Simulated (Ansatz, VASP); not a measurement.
Be3Te2 in VASP and in Ansatz

INCAR

```
ALGO = Normal
EDIFF = 1E-6
EDIFFG = -0.04
ENCUT = 600
GGA = PE
IBRION = 2
ISIF = 3
ISMEAR = 0
LASPH = T
LCHARG = F
LREAL = F
LWAVE = F
NELM = 60
NSW = 90
PREC = Accurate
SIGMA = 0.1
```

The input KPOINTS:

```
k-points
0
Gamma
  4 4 4
```

File POSCAR:

```
Be3Te2
1.0
    4.4428092500      0.0000000000      0.0000000000
    0.0000000000      4.4428092500      0.0000000000
    0.0000000000      0.0000000000      4.4428092500
Be Te
3 2
Direct
    0.0000000000      0.5000000000      0.5000000000
    0.5000000000      0.0000000000      0.5000000000
    0.5000000000      0.5000000000      0.0000000000
    0.0000000000      0.0000000000      0.0000000000
    0.5000000000      0.5000000000      0.5000000000
```

Input for Ansatz:

```yaml
crystal:
  lattice:
    - [4.44280925, 0.0, 0.0]
    - [0.0, 4.44280925, 0.0]
    - [0.0, 0.0, 4.44280925]
  atoms:
    - { symbol: Be, position: [0.0, 0.5, 0.5] }
    - { symbol: Be, position: [0.5, 0.0, 0.5] }
    - { symbol: Be, position: [0.5, 0.5, 0.0] }
    - { symbol: Te, position: [0.0, 0.0, 0.0] }
    - { symbol: Te, position: [0.5, 0.5, 0.5] }
basis:
  ecutwfc: 420
kpoints:
  mp_grid: { grid: [4, 4, 4] }
hamiltonian:
  xc: pbe
scf:
  occupations: { method: gaussian, width: 0.1 }
  lower_state_search: "off"
output:
  forces: true
  stress: true
  eigenvalues: true
relax:
  adjacent_minimum: "off"
  f_tol: 0.04
  max_steps: 70
  cell: { stress_tol: 0.4 }
```

Alike in both runs: task relaxation of cell and atoms; functional PBE; k mesh 4 × 4 × 4; occupations gaussian, width 0.1 eV; no spin polarisation.

|  | VASP | Ansatz |
| --- | --- | --- |
| version | VASP 6.6.1 | Ansatz 0.2.0 |
| potentials or method | VASP PAW PBE potentials, release 64 (Be, Te), cutoff 600 eV | scalar-relativistic, plane waves, PAW |
| valence electrons in the cell | 18 | 38 |

|  | VASP | Ansatz | Ansatz less VASP |
| --- | --- | --- | --- |
| gap on the k mesh at the Fermi level, each at its own relaxed structure (eV) | none | none | - |
| relaxed volume (Å³/atom) | 22.11 | 22.08 | -0.032 |
| relaxed length of the cell vector where the two differ most in proportion (Å) | 4.800 | 4.797 | -0.0023 |

A gap of «none» marks a metal or a gap that the smearing closes. VASP's potentials hold 18 valence electrons a cell and Ansatz's 38, so a difference there can come from the potentials and not from the codes.

Neither program's run includes spin-orbit coupling. Noted on VASP's run: the volume moved by over 15 % at a fixed basis, so the end points are rough.
